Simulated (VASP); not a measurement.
MgF2: single point with PBE-based screened hybrid with 100 % exact exchange

The system is MgF2.

```
CELL_PARAMETERS angstrom
4.62190 0.00000 0.00000
0.00000 4.62209 0.00000
0.00000 0.00000 3.04615
ATOMIC_POSITIONS crystal
Mg 0.50000 0.50000 0.50000
Mg 0.00000 0.00000 0.00000
F 0.80291 0.19701 0.50000
F 0.19709 0.80299 0.50000
F 0.30291 0.30299 0.00000
F 0.69709 0.69701 0.00000
```

```yaml
Program: VASP 6.6.1
Task: single point
Functional: PBE-based screened hybrid with 100 % exact exchange
Potentials_or_basis: VASP PAW PBE potentials, release 64 (Mg, F)
Cutoff: 520 eV
k_mesh: 4 × 4 × 4
Occupations: gaussian, width 0.01 eV
Spin: no spin polarisation
```

- Pressure: -8.4 GPa
- Largest force: 0.132 eV/Å
- Band gap on the k mesh: 16.59 eV

Forces in eV/Å, atoms in the order of the input:
```
Mg   0.000  0.000  0.000
Mg   0.000  0.000  0.000
F    0.094 -0.094  0.000
F   -0.094  0.094  0.000
F    0.094  0.094  0.000
F   -0.094 -0.094  0.000
```

Stress tensor (GPa, compression positive):
```
-7.95  0.00  0.00
 0.00 -7.95  0.00
 0.00  0.00 -9.26
```

Levels at points of the mesh, in eV from the valence-band top:
```
           k point  band 12  band 13  band 14  band 15  band 16  band 17  band 18  band 19  band 20  band 21
(0.00, 0.00, 0.00)    -1.14    -0.54    -0.20    -0.20     0.00    16.59    22.06    22.06    23.49    24.36
(0.50, 0.00, 0.00)    -1.31    -0.84    -0.84    -0.37    -0.37    19.18    19.18    23.37    23.37    25.79
(0.00, 0.50, 0.00)    -1.31    -0.84    -0.84    -0.37    -0.37    19.18    19.18    23.37    23.37    25.79
(0.50, 0.50, 0.00)    -1.19    -0.90    -0.90    -0.84    -0.84    20.95    20.95    21.37    21.37    27.64
(0.00, 0.00, 0.50)    -1.28    -1.28    -1.28    -0.98    -0.98    21.82    21.82    25.15    25.15    25.22
(0.50, 0.00, 0.50)    -1.32    -0.74    -0.74    -0.68    -0.68    22.70    22.70    23.69    23.69    25.86
(0.00, 0.50, 0.50)    -1.32    -0.74    -0.74    -0.68    -0.68    22.70    22.70    23.69    23.69    25.86
(0.50, 0.50, 0.50)    -1.25    -0.73    -0.73    -0.45    -0.45    22.92    22.92    23.62    23.62    24.85
```

Wall time 15 min on 4 MPI ranks on Intel(R) Xeon(R) 6975P-C (Granite Rapids) (shared host), peak memory 0.31 GiB a rank.

Caveat: the k points lie up to 0.52 Å⁻¹ apart; the PAW data sets were made with another functional, which shifts forces and pressure a little.
